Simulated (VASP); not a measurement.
Here is a VASP 6.6.1 calculation.

INCAR

```
SYSTEM = SrO
ALGO = Normal
EDIFF = 1E-6
ENCUT = 520
GGA = PE
ISIF = 2
ISMEAR = 0
LASPH = .True.
LCHARG = .False.
LREAL = .False.
LWAVE = .False.
NBANDS = 24
NELM = 80
PREC = Accurate
SIGMA = 0.05
```

File KPOINTS:

```
k-points
0
Gamma
  9 9 4
  0 0 0
```

Contents of POSCAR:

```
SrO
1.0
    3.5172128484      0.0000000000      0.0000000000
   -1.7586064242      3.0459956772      0.0000000000
    0.0000000000      0.0000000000      6.1383698542
Sr O
2 2
Direct
    0.3333333333      0.6666666667      0.2508657934
    0.6666666667      0.3333333333      0.7508657934
    0.0000000000      0.0000000000     -0.0047415976
    0.0000000000      0.0000000000      0.4952584024
```

Potentials or basis: VASP PAW PBE potentials, release 64 (Sr_sv, O).

Launch:

```console
$ cat potpaw_PBE.64/Sr_sv/POTCAR potpaw_PBE.64/O/POTCAR > POTCAR
$ mpirun -np 1 vasp_std > vasp.out
```

(1) Predict the band gap on the k mesh.

(2) What does it give for the pressure?

## Answers

(1) 3.10 eV (least direct gap 3.27 eV).

(2) 5.3 GPa.

Caveat: the cell differs from its parent crystal (atoms displaced along a vibrational mode, the cell strained); the cell stands under pressure; an odd mesh through Γ misses points on the zone boundary, where band edges can lie.
